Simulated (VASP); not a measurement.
# SiNi (P1) in VASP: single point with LDA

Aim: the single point of SiNi with LDA.

All numbers are computed with VASP 6.6.1; they aren't measurements. Logs are shortened: lines on timing, memory, paths and dates and some standing lists are left out, and cuts for length are marked.

## Step 1: The cell of the first run

The typed cell holds 4 atoms: a = 2.943 Å, b = 3.280 Å, c = 4.677 Å, α = 90.00°, β = 90.00°, γ = 90.00°.

## Step 2: Single point, LDA

Contents of INCAR:

```
SYSTEM = SiNi
PREC = Accurate ; ENCUT = 520
EDIFF = 1E-7 ; ISMEAR = -1
SIGMA = 0.05 ; LREAL = .FALSE.
LASPH = .TRUE. ; NELM = 100
ALGO = Normal ; ISIF = 2
LWAVE = .FALSE. ; LCHARG = .FALSE.
GGA = CA ; NBANDS = 22
```

Contents of KPOINTS:

```
regular mesh
0
G
  8 7 5
  0 0 0
```

Contents of POSCAR:

```
SiNi
1.0
    2.9427706600      0.0000000000      0.0000000000
    0.0000000000      3.2803255400      0.0000000000
    0.0000000000      0.0000000000      4.6774467600
Si Ni
2 2
Direct
    0.0051407336      0.0005194606      0.3143437169
    0.9945114105      0.4994995100      0.8165450503
    0.4924600546     -0.0006398755      0.6830968184
    0.5078876925      0.5006210451      0.1860143032
```

Potentials or basis: VASP PAW LDA potentials, release 64 (Si, Ni).

The run is started by

```console
> cat potpaw_LDA.64/Si/POTCAR potpaw_LDA.64/Ni/POTCAR > POTCAR
> mpirun -np 1 vasp_std > vasp.out
```

OUTCAR:

```text
SYSTEM = SiNi
   PREC = Accurate
   ENCUT = 520
   EDIFF = 1E-7
   ISMEAR = -1
   LREAL = .FALSE.
   LASPH = .TRUE.
   NELM = 100
   ISIF = 2
   GGA = CA

 ion  position               nearest neighbor table
   1  0.005  0.001  0.314-   3 2.24   4 2.28   4 2.28   4 2.29   4 2.29   3 2.29   2 2.85   2 2.85
                             2 2.86   2 2.87
   2  0.995  0.499  0.817-   4 2.24   3 2.29   3 2.29   3 2.29   3 2.29   4 2.30   1 2.85   1 2.85
                             1 2.86   1 2.87
   3  0.492  0.999  0.683-   1 2.24   2 2.29   2 2.29   1 2.29   2 2.29   2 2.29   4 2.84   4 2.85
                             4 2.87   4 2.87
   4  0.508  0.501  0.186-   2 2.24   1 2.28   1 2.28   1 2.29   1 2.29   2 2.30   3 2.84   3 2.85
                             3 2.87   3 2.87

  LATTYP: Found a simple orthorhombic cell.
 ALAT       =     2.9427706600
 B/A-ratio  =     1.1147064855
 C/A-ratio  =     1.5894703667

  Lattice vectors:

 A1 = (   2.9427706600,   0.0000000000,   0.0000000000)
 A2 = (   0.0000000000,   3.2803255400,   0.0000000000)
 A3 = (   0.0000000000,   0.0000000000,   4.6774467600)

Analysis of symmetry for initial positions (statically):
=====================================================================
 Subroutine PRICEL returns:
 Original cell was already a primitive cell.

 Routine SETGRP: Setting up the symmetry group for a
 simple orthorhombic supercell.

 Subroutine GETGRP returns: Found  1 space group operations
 (whereof  1 operations were pure point group operations)
 out of a pool of  8 trial point group operations.

The static configuration has the point symmetry C_1 .

Analysis of symmetry for dynamics (positions and initial velocities):
=====================================================================
 Subroutine PRICEL returns:
 Original cell was already a primitive cell.

 Routine SETGRP: Setting up the symmetry group for a
 simple orthorhombic supercell.

 Subroutine GETGRP returns: Found  1 space group operations
 (whereof  1 operations were pure point group operations)
 out of a pool of  8 trial point group operations.

The dynamic configuration has the point symmetry C_1 .

 Subroutine INISYM returns: Found  1 space group operations
 (whereof  1 operations are pure point group operations),
 and found     1 'primitive' translations

----------------------------------------------------------------------------------------

                                     Primitive cell

  volume of cell :      45.1525

  direct lattice vectors                    reciprocal lattice vectors
     2.942770660  0.000000000  0.000000000     0.339815812  0.000000000  0.000000000
     0.000000000  3.280325540  0.000000000     0.000000000  0.304847793  0.000000000
     0.000000000  0.000000000  4.677446760     0.000000000  0.000000000  0.213791851

  length of vectors
     2.942770660  3.280325540  4.677446760     0.339815812  0.304847793  0.213791851

  position of ions in fractional coordinates (direct lattice)
     0.005140734  0.000519461  0.314343717
     0.994511411  0.499499510  0.816545050
     0.492460055  0.999360125  0.683096818
     0.507887692  0.500621045  0.186014303

  ion indices of the primitive-cell ions
   primitive index   ion index
                 1           1
                 2           2
                 3           3
                 4           4

----------------------------------------------------------------------------------------

 KPOINTS: regular mesh

Automatic generation of k-mesh.
 Grid dimensions read from file:
 generate k-points for:    8    7    5

 Generating k-lattice:

  Cartesian coordinates                     Fractional coordinates (reciprocal lattice)
     0.042476976  0.000000000  0.000000000     0.125000000  0.000000000  0.000000000
     0.000000000  0.043549685  0.000000000     0.000000000  0.142857143  0.000000000
     0.000000000  0.000000000  0.042758370     0.000000000  0.000000000  0.200000000

  Length of vectors
     0.042476976  0.043549685  0.042758370

  Shift w.r.t. Gamma in fractional coordinates (k-lattice)
     0.000000000  0.000000000  0.000000000

 Subroutine IBZKPT returns following result:
 ===========================================

 Found    141 irreducible k-points:

 Following reciprocal coordinates:
            Coordinates               Weight
  0.000000  0.000000  0.000000      1.000000
  0.125000  0.000000  0.000000      2.000000
  0.250000  0.000000  0.000000      2.000000
  0.375000  0.000000  0.000000      2.000000
  0.500000  0.000000  0.000000      1.000000
  0.000000  0.142857  0.000000      2.000000
[... 16 lines left out ...]
  0.125000  0.428571  0.000000      2.000000
  0.125000 -0.428571  0.000000      2.000000
 [... further k-points ...]
   k-points           NKPTS =    141   k-points in BZ     NKDIM =    141   number of bands    NBANDS=     22
   number of dos      NEDOS =    301   number of ions     NIONS =      4
   total plane-waves  NPLWV =  20736
   dimension x,y,z NGX =    24 NGY =   24 NGZ =   36
   dimension x,y,z NGXF=    48 NGYF=   48 NGZF=   72
   ions per type =               2   2
   NGX,Y,Z   is equivalent  to a cutoff of  13.56, 12.16, 12.80 a.u.
   NGXF,Y,Z  is equivalent  to a cutoff of  27.12, 24.33, 25.59 a.u.
 SYSTEM =  SiNi
   PREC   = accura    normal or accurate (medium, high low for compatibility)
   ISTART =      0    job   : 0-new  1-cont  2-samecut
   ICHARG =      2    charge: 1-file 2-atom 10-const
   ISPIN  =      1    spin polarized calculation?
   LNONCOLLINEAR =      F non collinear calculations
   LSORBIT =      F    spin-orbit coupling
   LASPH  =      T    aspherical Exc in radial PAW
   ENCUT  =  520.0 eV  38.22 Ry    6.18 a.u.   5.47  6.10  8.70*2*pi/ulx,y,z
   NELM   =    100;   NELMIN=  2; NELMDL= -5     # of ELM steps
   EDIFF  = 0.1E-06   stopping-criterion for ELM
   LREAL  =      F    real-space projection
   EDIFFG = 0.1E-05   stopping-criterion for IOM
   NSW    =      0    number of steps for IOM
   IBRION =     -1    ionic relax: 0-MD 1-quasi-New 2-CG
   NFREE  =      0    steps in history (QN), initial steepest desc. (CG)
   ISIF   =      2    stress and relaxation
   ISYM   =      2    0-nonsym 1-usesym 2-fastsym
   POTIM  = 0.5000    time-step for ionic-motion
   TEBEG  =    0.0;   TEEND  =   0.0 temperature during run
   PSTRESS=    0.0 pullay stress
   NELECT =      28.0000    total number of electrons
   NUPDOWN=      -1.0000    fix difference up-down
   EMIN   =  10.00;   EMAX   =-10.00  energy-range for DOS
   EFERMI =   0.00;   METHOD = LEGACY
   ISMEAR =    -1;   SIGMA  =   0.05  broadening in eV -4-tet -1-fermi 0-gaus
   EFERMI_NEDOS =   21; number of points for ismear=-14 and -15
   IALGO  =     38    algorithm
   IMIX   =      4    mixing-type and parameters
     AMIX     =   0.40;   BMIX     =  1.00
     AMIX_MAG =   1.60;   BMIX_MAG =  1.00
  volume/ion in A,a.u.               =      11.29        76.18
  Fermi-wavevector in a.u.,A,eV,Ry     =   1.396047  2.638147 26.517045  1.948948
  Thomas-Fermi vector in A             =   2.519440
   LORBIT       =      0    0 simple, 1 ext, 2 COOP (PROOUT), +10 PAW based schemes
   GGA     = CA    functional components
   LHFCALC =     F    Hartree Fock is set to
   AEXX    =    0.0000 exact exchange contribution
   IVDW    =     0    specifies the selected vdW correction
   LEPSILON=     F    determine dielectric tensor
   LRPA    =     F    only Hartree local field effects (RPA)
 non-spin polarized calculation
  energy-cutoff  :      520.00
  volume of cell :       45.15
 maximum number of plane-waves:      1230
 NGX is ok and might be reduce to    24
   NGX = 11   NGY = 13   NGZ = 17

 number of electron      28.0000017 magnetization

 Free energy of the ion-electron system (eV)
  ---------------------------------------------------
  ext. energy  EPLUGINS =         0.00000000
  ---------------------------------------------------
  free energy    TOTEN  =       -26.36086699 eV

  energy without entropy =      -26.35182996  energy(sigma->0) =      -26.35634847

 E-fermi :  11.6801     XC(G=0): -12.7639

 val. band max:       11.6388743020   @ k =   0.2500  -0.1429  -0.2000
 cond. band min:      11.6947309005   @ k =   0.3750   0.2857   0.0000
 fundamental gap:      0.0558565985
 Fermi energy:        11.6801196409

 k-point     1 :       0.0000    0.0000    0.0000
  band No.  band energies     occupation
      1      -2.1987      2.00000
      2       3.0216      2.00000
      3       4.5858      2.00000
      4       7.1971      2.00000
      5       7.3877      2.00000
      6       7.7000      2.00000
[... 14 lines left out ...]
     21      19.4102      0.00000
     22      21.4869      0.00000

 k-point     2 :       0.1250    0.0000    0.0000
  band No.  band energies     occupation
      1      -1.9325      2.00000
      2       3.2381      2.00000
      3       4.6900      2.00000
      4       7.0155      2.00000
      5       7.3619      2.00000
      6       7.7549      2.00000
[... 14 lines left out ...]
     21      19.4428      0.00000
     22      20.0416      0.00000

 k-point     3 :       0.2500    0.0000    0.0000
  band No.  band energies     occupation
      1      -1.1514      2.00000
      2       3.8204      2.00000
      3       4.9683      2.00000
      4       6.0887      2.00000
      5       7.2921      2.00000
      6       7.3979      2.00000
[... 14 lines left out ...]
     21      19.5805      0.00000
     22      21.3652      0.00000

 k-point     4 :       0.3750    0.0000    0.0000
  band No.  band energies     occupation
      1       0.0624      2.00000
      2       4.3019      2.00000
      3       4.4609      2.00000
      4       5.4379      2.00000
      5       6.8610      2.00000
      6       7.4252      2.00000
[... 14 lines left out ...]
     21      19.0992      0.00000
     22      20.3502      0.00000

 k-point     5 :       0.5000    0.0000    0.0000
  band No.  band energies     occupation
      1       1.0845      2.00000
      2       3.0006      2.00000
      3       4.6772      2.00000
      4       5.8906      2.00000
      5       6.7128      2.00000
      6       7.2733      2.00000
[... 14 lines left out ...]
     21      19.3593      0.00000
     22      21.5806      0.00000

 k-point     6 :       0.0000    0.1429    0.0000
  band No.  band energies     occupation
      1      -1.9221      2.00000
      2       3.1640      2.00000
      3       4.7098      2.00000
      4       6.8735      2.00000
      5       7.1769      2.00000
      6       7.6089      2.00000
[... 14 lines left out ...]
     21      21.5715      0.00000
     22      22.2282      0.00000

 k-point     7 :       0.1250    0.1429    0.0000
  band No.  band energies     occupation
      1      -1.6590      2.00000
      2       3.3619      2.00000
      3       4.8454      2.00000
      4       6.8621      2.00000
      5       7.0539      2.00000
      6       7.6527      2.00000
[... 324 lines left out ...]
      6       7.6075      2.00000
[... 14 lines left out ...]
     21      19.1155      0.00000
     22      20.2724      0.00000

 k-point    21 :       0.5000    0.2857    0.0000
  band No.  band energies     occupation
      1       1.8462      2.00000
      2       4.0575      2.00000
      3       4.7383      2.00000
      4       5.7059      2.00000
      5       6.1889      2.00000
      6       7.8373      2.00000
[... 14 lines left out ...]
     21      17.8666      0.00000
     22      19.2549      0.00000

 k-point    22 :       0.0000    0.4286    0.0000
  band No.  band energies     occupation
      1       0.1905      2.00000
      2       1.8133      2.00000
      3       5.5723      2.00000
      4       6.3129      2.00000
      5       6.3323      2.00000
      6       7.0944      2.00000
[... 14 lines left out ...]
     21      22.2311      0.00000
     22      23.8126      0.00000

 k-point    23 :       0.1250    0.4286    0.0000
  band No.  band energies     occupation
      1       0.4241      2.00000
      2       2.0127      2.00000
      3       5.7891      2.00000
      4       6.3550      2.00000
      5       6.4490      2.00000
      6       7.1616      2.00000
[... 14 lines left out ...]
     21      21.6583      0.00000
     22      21.9990      0.00000

 k-point    24 :       0.1250   -0.4286    0.0000
  band No.  band energies     occupation
      1       0.4241      2.00000
      2       2.0127      2.00000
      3       5.7891      2.00000
      4       6.3558      2.00000
      5       6.4482      2.00000
      6       7.1617      2.00000
[... 14 lines left out ...]
     21      21.6564      0.00000
     22      21.9986      0.00000

 [... further k-points ...]

------------------------ aborting loop because EDIFF is reached ----------------------------------------

  FORCE on cell =-STRESS in cart. coord.  units (eV):
  Direction    XX          YY          ZZ          XY          YZ          ZX
  --------------------------------------------------------------------------------------
  -------------------------------------------------------------------------------------
  Total        1.1196976      3.4301029      2.3503925      0.0004550     -0.0018858      0.0040514
  in kB       39.7309650    121.7125941     83.4005198      0.0161455     -0.0669150      0.1437568
  external PRESSURE =      81.6146930 kB  Pullay stress =       0.0000000 kB

 VOLUME and BASIS-vectors are now :
 -----------------------------------------------------------------------------
  energy-cutoff  :      520.00
  volume of cell :       45.15
      direct lattice vectors                 reciprocal lattice vectors
     2.942770660  0.000000000  0.000000000     0.339815812  0.000000000  0.000000000
     0.000000000  3.280325540  0.000000000     0.000000000  0.304847793  0.000000000
     0.000000000  0.000000000  4.677446760     0.000000000  0.000000000  0.213791851

 POSITION                                       TOTAL-FORCE (eV/Angst)
 -----------------------------------------------------------------------------------
      0.01513      0.00170      1.47033        -0.120884     -0.001162      0.021880
      2.92662      1.63852      3.81935         0.138039      0.000071     -0.028708
      1.44920      3.27823      3.19515         0.136743      0.003302      0.015780
      1.49460      1.64220      0.87007        -0.153897     -0.002211     -0.008952
 -----------------------------------------------------------------------------------
    total drift:                                0.000021     -0.000021      0.000840

  FREE ENERGIE OF THE ION-ELECTRON SYSTEM (eV)
  ---------------------------------------------------
  free  energy   TOTEN  =       -26.3608669884 eV

  energy  without entropy=      -26.3518299600  energy(sigma->0) =      -26.35634847
```

It took 54 s on 1 thread of Intel Xeon Platinum 8488C (Sapphire Rapids), shared host; peak memory 0.23 GiB.

Results:

```yaml
Free_energy: -26.3609 eV
Pressure: 8.2 GPa
Largest_force: 0.154 eV/Å
Band_gap_on_the_k_mesh: zero (bands 14 and 15 overlap by 2.01 eV)
```

Forces on the atoms (eV/Å):
```
Si  -0.121 -0.001  0.022
Si   0.138  0.000 -0.029
Ni   0.137  0.003  0.016
Ni  -0.154 -0.002 -0.009
```

Stress tensor (GPa, compression positive):
```
 3.97  0.00  0.01
 0.00 12.17 -0.01
 0.01 -0.01  8.34
```

Caveat: the stress differs along the axes, from 4 to 12 GPa. Spin polarisation is off, so any magnetic state and its effect on volume and gap are missing.

The gap in the log of VASP goes by the Fermi energy; the results here count the filled bands.